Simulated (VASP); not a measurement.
Here is a VASP 6.6.1 calculation.

File INCAR:

```
  ALGO = Normal
  EDIFF = 1E-6
  ENCUT = 520
  ISIF = 2
  ISMEAR = -1
  LASPH = T
  LCHARG = F
  LREAL = Auto
  LWAVE = F
  NBANDS = 163
  NELECT = 250.0
  NELM = 80
  PREC = Accurate
  SIGMA = 0.02
```

File KPOINTS:

```
k-points
0
Gamma
  1 1 1
```

POSCAR

```
Si
1.0
   10.8600000000      0.0000000000      0.0000000000
    0.0000000000     10.8600000000      0.0000000000
    0.0000000000      0.0000000000     10.8600000000
Si
63
Direct
    0.5009367741      0.0000682646      0.0000682646
    0.6250000000      0.1250000000      0.1250000000
    0.7490632259      0.2499317354      0.0000682646
    0.8755521707      0.3744478293      0.1227184710
    0.7490632259      0.0000682646      0.2499317354
    0.8755521707      0.1227184710      0.3744478293
   -0.0047260398     -0.0047260398     -0.0047260398
    0.2547260398     -0.0047260398      0.2547260398
    0.2547260398      0.2547260398     -0.0047260398
    0.3744478293      0.3744478293      0.1272815290
    0.4997325692      0.4997325692     -0.0016651861
    0.6250000000      0.6250000000      0.1250000000
    0.7502674308      0.7502674308     -0.0016651861
    0.8755521707      0.8755521707      0.1272815290
    0.3744478293      0.1272815290      0.3744478293
    0.5009367741      0.2499317354      0.2499317354
    0.6249452211      0.3751232254      0.3751232254
    0.7502674308      0.4997325692      0.2516651861
    0.8748767746      0.6250547789      0.3751232254
    0.4997325692     -0.0016651861      0.4997325692
    0.6250000000      0.1250000000      0.6250000000
    0.7502674308      0.2516651861      0.4997325692
    0.8748767746      0.3751232254      0.6250547789
    0.7502674308     -0.0016651861      0.7502674308
    0.8755521707      0.1272815290      0.8755521707
    0.0000682646      0.5009367741      0.0000682646
    0.1250000000      0.6250000000      0.1250000000
    0.2499317354      0.7490632259      0.0000682646
    0.3744478293      0.8755521707      0.1227184710
   -0.0047260398      0.2547260398      0.2547260398
    0.1272815290      0.3744478293      0.3744478293
    0.2499317354      0.5009367741      0.2499317354
    0.3751232254      0.6249452211      0.3751232254
    0.4997325692      0.7502674308      0.2516651861
    0.6250547789      0.8748767746      0.3751232254
    0.0000682646      0.0000682646      0.5009367741
    0.1250000000      0.1250000000      0.6250000000
    0.2499317354      0.2499317354      0.5009367741
    0.3751232254      0.3751232254      0.6249452211
    0.5001010192      0.5001010192      0.5001010192
    0.6250000000      0.6250000000      0.6250000000
    0.7498989808      0.7498989808      0.5001010192
    0.8748767746      0.8748767746      0.6249452211
    0.2499317354      0.0000682646      0.7490632259
    0.3744478293      0.1227184710      0.8755521707
    0.4997325692      0.2516651861      0.7502674308
    0.6250547789      0.3751232254      0.8748767746
    0.7498989808      0.5001010192      0.7498989808
    0.8748767746      0.6249452211      0.8748767746
    0.0000682646      0.7490632259      0.2499317354
    0.1227184710      0.8755521707      0.3744478293
   -0.0016651861      0.4997325692      0.4997325692
    0.1250000000      0.6250000000      0.6250000000
    0.2516651861      0.7502674308      0.4997325692
    0.3751232254      0.8748767746      0.6250547789
    0.0000682646      0.2499317354      0.7490632259
    0.1227184710      0.3744478293      0.8755521707
    0.2516651861      0.4997325692      0.7502674308
    0.3751232254      0.6250547789      0.8748767746
    0.5001010192      0.7498989808      0.7498989808
    0.6249452211      0.8748767746      0.8748767746
   -0.0016651861      0.7502674308      0.7502674308
    0.1272815290      0.8755521707      0.8755521707
```

Potentials or basis: VASP PAW LDA potentials, release 64 (Si).

The run is started by

```sh
$ cat potpaw_LDA.64/Si/POTCAR > POTCAR
$ mpirun -np 1 vasp_gam > vasp.out
```

(1) Estimate the largest force.

## Answers

(1) 0.017 eV/Å.

Caveat: the k points lie up to 0.58 Å⁻¹ apart; the cell carries a net charge on a neutralising background, which shifts energy and pressure.
